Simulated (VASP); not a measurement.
# PbSe (F-43m) in VASP: a series of runs, part 2 of 2

VASP 6.6.1. Earlier steps stand in the parts before.

**5. Single point, PBE**

The input, INCAR:

```
ALGO     = Normal         # electronic algorithm
EDIFF    = 1E-6           # SCF threshold, eV
ENCUT    = 500            # plane-wave cutoff, eV
GGA      = PE             # functional
GGA_COMPAT= F            
ISIF     = 2              # what is computed and relaxed
ISMEAR   = 1              # smearing method
LASPH    = T              # aspherical terms in the spheres
LCHARG   = F              # write CHGCAR
LREAL    = F              # projectors in reciprocal space
LWAVE    = F              # write WAVECAR
NBANDS   = 17             # bands
NELM     = 120            # most SCF steps
PREC     = Accurate       # precision mode
SIGMA    = 0.2            # smearing width, eV
```

The input, KPOINTS:

```
k-points
0
Gamma
  4 4 4
```

The input, POSCAR:

```
PbSe
1.0
    0.0000000000      3.4232041310      3.4232041310
    3.4232041310      0.0000000000      3.4232041310
    3.4232041310      3.4232041310      0.0000000000
Pb Se
1 1
Direct
    0.0000000000      0.0000000000      0.0000000000
    0.2500000000      0.2500000000      0.2500000000
```

Potentials or basis: VASP PAW PBE potentials, release 64 (Pb_d, Se).

Launch:

```bash
$ cat potpaw_PBE.64/Pb_d/POTCAR potpaw_PBE.64/Se/POTCAR > POTCAR
$ mpirun -np 1 vasp_std > vasp.out
```

OUTCAR:

```text
EDIFF = 1E-6
   ENCUT = 500
   GGA = PE
   ISIF = 2
   ISMEAR = 1
   LASPH = T
   LREAL = F
   NELM = 120
   PREC = Accurate

 ion  position               nearest neighbor table
   1  0.000  0.000  0.000-   2 2.96   2 2.96   2 2.96   2 2.96
   2  0.250  0.250  0.250-   1 2.96   1 2.96   1 2.96   1 2.96

  LATTYP: Found a face centered cubic cell.
 ALAT       =     6.8464082620

  Lattice vectors:

 A1 = (   0.0000000000,   3.4232041310,   3.4232041310)
 A2 = (   3.4232041310,   0.0000000000,   3.4232041310)
 A3 = (   3.4232041310,   3.4232041310,   0.0000000000)

Analysis of symmetry for initial positions (statically):
=====================================================================
 Subroutine PRICEL returns:
 Original cell was already a primitive cell.

 Routine SETGRP: Setting up the symmetry group for a
 face centered cubic supercell.

 Subroutine GETGRP returns: Found 24 space group operations
 (whereof 24 operations were pure point group operations)
 out of a pool of 48 trial point group operations.

The static configuration has the point symmetry T_d .

Analysis of symmetry for dynamics (positions and initial velocities):
=====================================================================
 Subroutine PRICEL returns:
 Original cell was already a primitive cell.

 Routine SETGRP: Setting up the symmetry group for a
 face centered cubic supercell.

 Subroutine GETGRP returns: Found 24 space group operations
 (whereof 24 operations were pure point group operations)
 out of a pool of 48 trial point group operations.

The dynamic configuration has the point symmetry T_d .

 Subroutine INISYM returns: Found 24 space group operations
 (whereof 24 operations are pure point group operations),
 and found     1 'primitive' translations

----------------------------------------------------------------------------------------

                                     Primitive cell

  volume of cell :      80.2284

  direct lattice vectors                    reciprocal lattice vectors
[... 89 lines left out ...]
     AMIX     =   0.40;   BMIX     =  1.00
     AMIX_MAG =   1.60;   BMIX_MAG =  1.00
  volume/ion in A,a.u.               =      40.11       270.70
  Fermi-wavevector in a.u.,A,eV,Ry     =   1.030328  1.947037 14.443606  1.061575
  Thomas-Fermi vector in A             =   2.164420
   LORBIT       =      0    0 simple, 1 ext, 2 COOP (PROOUT), +10 PAW based schemes
   GGA     = PE    functional components
   LHFCALC =     F    Hartree Fock is set to
   AEXX    =    0.0000 exact exchange contribution
   IVDW    =     0    specifies the selected vdW correction
   LEPSILON=     F    determine dielectric tensor
   LRPA    =     F    only Hartree local field effects (RPA)
 non-spin polarized calculation
 Methfessel and Paxton  Order N= 1 SIGMA  =   0.20
  energy-cutoff  :      500.00
  volume of cell :       80.23
 maximum number of plane-waves:      2085
   NGX = 17   NGY = 17   NGZ = 17

 number of electron      20.0000005 magnetization

 Free energy of the ion-electron system (eV)
  ---------------------------------------------------
  ext. energy  EPLUGINS =         0.00000000
  ---------------------------------------------------
  free energy    TOTEN  =        -7.83971616 eV

  energy without entropy =       -7.84100351  energy(sigma->0) =       -7.84014528

 E-fermi :   2.5234     XC(G=0):  -7.7364

 val. band max:        2.3535792328   @ k =  -0.2500   0.5000   0.2500
 cond. band min:       2.9748259000   @ k =   0.5000   0.5000   0.0000
 fundamental gap:      0.6212466672
 Fermi energy:         2.5234275843

 k-point     1 :       0.0000    0.0000    0.0000
  band No.  band energies     occupation
      1     -14.4579      2.00000
      2     -14.4579      2.00000
      3     -14.4579      2.00000
      4     -14.4271      2.00000
      5     -14.4271      2.00000
      6     -10.4493      2.00000
[... 137 lines left out ...]
      4     -14.4295      2.00000
      5     -14.4240      2.00000
      6      -9.6192      2.00000
[... 9 lines left out ...]
     16      11.5866      0.00000
     17      11.6648      0.00000

------------------------ aborting loop because EDIFF is reached ----------------------------------------

  FORCE on cell =-STRESS in cart. coord.  units (eV):
  Direction    XX          YY          ZZ          XY          YZ          ZX
  --------------------------------------------------------------------------------------
  -------------------------------------------------------------------------------------
  Total        0.3434280      0.3434280      0.3434280      0.0000000     -0.0000000      0.0000000
  in kB        6.8583215      6.8583215      6.8583215      0.0000000     -0.0000000      0.0000000
  external PRESSURE =       6.8583215 kB  Pullay stress =       0.0000000 kB

 VOLUME and BASIS-vectors are now :
 -----------------------------------------------------------------------------
  energy-cutoff  :      500.00
  volume of cell :       80.23
      direct lattice vectors                 reciprocal lattice vectors
     0.000000000  3.423204131  3.423204131    -0.146061988  0.146061988  0.146061988
     3.423204131  0.000000000  3.423204131     0.146061988 -0.146061988  0.146061988
     3.423204131  3.423204131  0.000000000     0.146061988  0.146061988 -0.146061988

 POSITION                                       TOTAL-FORCE (eV/Angst)
 -----------------------------------------------------------------------------------
      0.00000      0.00000      0.00000        -0.000000      0.000000      0.000000
      1.71160      1.71160      1.71160         0.000000     -0.000000     -0.000000
 -----------------------------------------------------------------------------------
    total drift:                                0.000000      0.000000      0.000000

  FREE ENERGIE OF THE ION-ELECTRON SYSTEM (eV)
  ---------------------------------------------------
  free  energy   TOTEN  =        -7.8397161639 eV

  energy  without entropy=       -7.8410035120  energy(sigma->0) =       -7.84014528
```

OSZICAR:

```text
N       E                     dE             d eps       ncg     rms          rms(c)
DAV:   1     0.155252889113E+03    0.15525E+03   -0.89730E+03   272   0.108E+03
DAV:   2     0.542334563492E+01   -0.14983E+03   -0.14521E+03   273   0.278E+02
DAV:   3    -0.791182010049E+01   -0.13335E+02   -0.13276E+02   350   0.927E+01
DAV:   4    -0.827435423506E+01   -0.36253E+00   -0.36227E+00   334   0.187E+01
DAV:   5    -0.828707622048E+01   -0.12722E-01   -0.12722E-01   376   0.329E+00    0.304E+00
DAV:   6    -0.783909609809E+01    0.44798E+00   -0.12363E+00   411   0.641E+00    0.172E+00
DAV:   7    -0.783368757072E+01    0.54085E-02   -0.15743E-01   282   0.170E+00    0.895E-01
DAV:   8    -0.783892415387E+01   -0.52366E-02   -0.17020E-02   316   0.139E+00    0.125E-01
DAV:   9    -0.783919634195E+01   -0.27219E-03   -0.46641E-03   353   0.533E-01    0.101E-01
DAV:  10    -0.783959195806E+01   -0.39562E-03   -0.60238E-04   274   0.176E-01    0.354E-02
DAV:  11    -0.783969923853E+01   -0.10728E-03   -0.21066E-04   327   0.106E-01    0.177E-02
DAV:  12    -0.783971444396E+01   -0.15205E-04   -0.34776E-05   297   0.494E-02    0.492E-03
DAV:  13    -0.783971578446E+01   -0.13405E-05   -0.17989E-06   289   0.120E-02    0.301E-03
DAV:  14    -0.783971616386E+01   -0.37940E-06   -0.82389E-07   235   0.671E-03
   1 F= -.78397162E+01 E0= -.78401453E+01  d E =0.128735E-02
```

stdout:

```text
POSCAR found type information on POSCAR PbSe
 POSCAR found :  2 types and       2 ions
 scaLAPACK will be used
 LDA part: xc-table for (Slater+PW92), standard interpolation
 POSCAR, INCAR and KPOINTS ok, starting setup
 FFT: planning ... GRIDC
 FFT: planning ... GRID_SOFT
 FFT: planning ... GRID
 WAVECAR not read
 entering main loop
```

It took 16 s on 1 thread of Intel Xeon 6975P-C, shared host; peak memory 0.21 GiB.

What came out:

```yaml
Free_energy: -7.8397 eV
Pressure: 0.7 GPa
Band_gap_on_the_k_mesh: 0.62 eV, indirect (least direct gap 1.15 eV)
```

Caveat: spin-orbit coupling is left out, which moves the levels of the heavy elements.

**6. Summary**

```tsv
smearing	gap on the mesh (eV)	pressure (GPa)
gaussian 0.001 eV	0.62	0.7
gaussian 0.01 eV	0.62	0.7
methfessel-paxton 0.001 eV	0.62	0.7
methfessel-paxton 0.2 eV	0.62	0.7
```

Alike in all rows: task single point; level PBE; potentials or basis VASP PAW PBE potentials, release 64 (Pb_d, Se); no spin polarisation; cell as given; k mesh 4 × 4 × 4; cutoff (eV) 500.

On the cell as given the gap runs from 0.62 eV (PBE) to 0.62 eV (PBE).

Caveats: spin-orbit coupling is left out, which moves the levels of the heavy elements.

Absolute energies hang on the potentials; compare differences alone.
